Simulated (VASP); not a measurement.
Si: single point with r2SCAN

Si:

```
CELL_PARAMETERS angstrom
3.98457 0.00000 0.00000
-1.99229 3.45074 0.00000
0.00000 0.00000 6.83923
ATOMIC_POSITIONS crystal
Si 0.33333 0.66667 0.06301
Si 0.66667 0.33333 0.56301
Si 0.33333 0.66667 0.43699
Si 0.66667 0.33333 0.93699
```

This cell differs from its parent crystal: strain +0.040 along x and y, +0.080 along z.

| Property | Result |
| --- | --- |
| Program | VASP 6.6.1 |
| Task | single point |
| Functional | r2SCAN |
| Potentials or basis | VASP PAW PBE potentials, release 64 (Si) |
| Cutoff | 520 eV |
| k mesh | 12 × 12 × 6 |
| Occupations | gaussian, width 0.05 eV |
| Spin | no spin polarisation |

The pressure is -10.7 GPa. The largest force is 0.054 eV/Å. The band gap on the k mesh is 0.84 eV, indirect (least direct gap 1.30 eV).

Forces on the atoms (eV/Å):
```
Si   0.000  0.000  0.054
Si   0.000  0.000  0.054
Si   0.000  0.000 -0.054
Si   0.000  0.000 -0.054
```

Stress tensor (GPa, compression positive):
```
 -8.91   0.00   0.00
  0.00  -8.91   0.00
  0.00   0.00 -14.25
```

Levels at points of the mesh, in eV from the valence-band top:
| k point | band 4 | band 5 | band 6 | band 7 | band 8 | band 9 | band 10 | band 11 | band 12 | band 13 |
| --- | --- | --- | --- | --- | --- | --- | --- | --- | --- | --- |
| (0.00, 0.00, 0.00) | -1.20 | -1.20 | -0.31 | 0.00 | 0.00 | 1.30 | 1.44 | 2.43 | 2.43 | 2.93 |
| (0.50, 0.00, 0.00) | -5.97 | -4.08 | -2.64 | -2.48 | -1.38 | 1.03 | 2.28 | 3.29 | 3.61 | 3.78 |
| (0.00, 0.00, 0.50) | -4.17 | -0.71 | -0.71 | -0.71 | -0.71 | 1.94 | 1.94 | 3.30 | 3.30 | 3.30 |
| (0.50, 0.00, 0.50) | -6.96 | -2.32 | -2.32 | -2.12 | -2.12 | 1.05 | 1.05 | 2.09 | 2.09 | 5.72 |

Wall time 4.4 min on 1 thread of Intel(R) Xeon(R) Platinum 8488C (Sapphire Rapids) (shared host), peak memory 0.25 GiB.

Caveat: the cell differs from its parent crystal (strain +0.040 along x and y, +0.080 along z); the PAW data sets were made with another functional, which shifts forces and pressure a little. A k mesh can miss the band edges.
